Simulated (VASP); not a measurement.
Crystal: Al2Cu.

```
CELL_PARAMETERS angstrom
-2.03034 2.03034 2.85109
2.03034 -2.03034 2.85109
2.03034 2.03034 -2.85109
ATOMIC_POSITIONS crystal
Al 0.75000 0.25000 0.50000
Al 0.25000 0.75000 0.50000
Cu 0.50000 0.50000 0.00000
```

```yaml
Program: VASP 6.6.1
Task: relaxation of cell and atoms
Functional: PBE
Potentials_or_basis: VASP PAW PBE potentials, release 64 (Al, Cu)
Cutoff: 600 eV
k_mesh: 16 × 16 × 16
Occupations: gaussian, width 0.1 eV
Spin: no spin polarisation
```

At the start: pressure 2.8 GPa; volume 15.67 Å³/atom.

Question: Where does the relaxation end?

Answer: Over 9 steps the energy falls by 4.7 meV/atom and the volume is 16.15 Å³/atom (+3.1 %); space group Fm-3m (No. 225, to 0.1 Å) before and after.

Step by step:
```csv
step,energy change (eV),largest force (eV/Å),pressure (GPa),volume (Å³)
1,0.0000,0.0000,2.78,47.01
2,-0.0128,0.0000,-0.89,48.88
3,-0.0139,0.0000,-0.08,48.50
4,-0.0139,0.0000,-0.03,48.47
5,-0.0139,0.0000,0.03,48.44
6,-0.0140,0.0000,0.11,48.43
7,-0.0141,0.0000,0.16,48.42
8,-0.0140,0.0000,-0.17,48.56
9,-0.0141,0.0000,-0.09,48.46
```

Final structure:
```yaml
crystal:
  lattice:
    - [-2.04608, 2.04608, 2.89386]
    - [2.04608, -2.04608, 2.89386]
    - [2.04608, 2.04608, -2.89386]
  atoms:
    - { symbol: Al, position: [0.75000, 0.25000, 0.50000] }
    - { symbol: Al, position: [0.25000, 0.75000, 0.50000] }
    - { symbol: Cu, position: [0.50000, 0.50000, 0.00000] }
```
